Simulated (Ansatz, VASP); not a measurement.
## TaAl2ZnN4: VASP beside Ansatz

```xyz
8
Lattice="3.7442 0.0000 0.0000 0.0000 3.7442 0.0000 0.0000 0.0000 6.0614" Properties=species:S:1:pos:R:3 pbc="T T T"
Ta    1.8721    1.8721    0.0000
Al    0.0000    0.0000    4.4384
Al    0.0000    0.0000    1.6230
Zn    1.8721    1.8721    3.0307
N     1.8721    0.0000    4.7558
N     0.0000    1.8721    4.7558
N     1.8721    0.0000    1.3056
N     0.0000    1.8721    1.3056
```

Alike in both runs: functional PBE; k mesh 4 × 4 × 4; occupations gaussian, width 0.1 eV; no spin polarisation.

Ansatz relaxed the structure, and its values are those at the end. VASP's run is a single point on that final structure, the one shown.

|  | VASP | Ansatz |
| --- | --- | --- |
| version | VASP 6.6.1 | Ansatz 0.2.0 |
| potentials or method | VASP PAW PBE potentials, release 64 (Ta_pv, Al, Zn, N), cutoff 520 eV | scalar-relativistic, plane waves, PAW |
| valence electrons in the cell | 49 | 51 |

Ansatz gave:

* gap on the k mesh at the Fermi level (eV): none
* pressure (GPa): 0.1
* rms of the force components (eV/Å): 0.000

Task: Which values does VASP return?

Result: gap on the k mesh at the Fermi level (eV): none; pressure (GPa): 0.2; rms of the force components (eV/Å): 0.006.

A gap of «none» marks a metal or a gap that the smearing closes. The functional is the same, so the differences come from potentials, cutoffs and numerics. VASP's potentials hold 49 valence electrons a cell and Ansatz's 51, so a difference there can come from the potentials and not from the codes.

The k mesh is coarse, so the values compare programs but aren't converged. Neither program's run includes spin-orbit coupling.
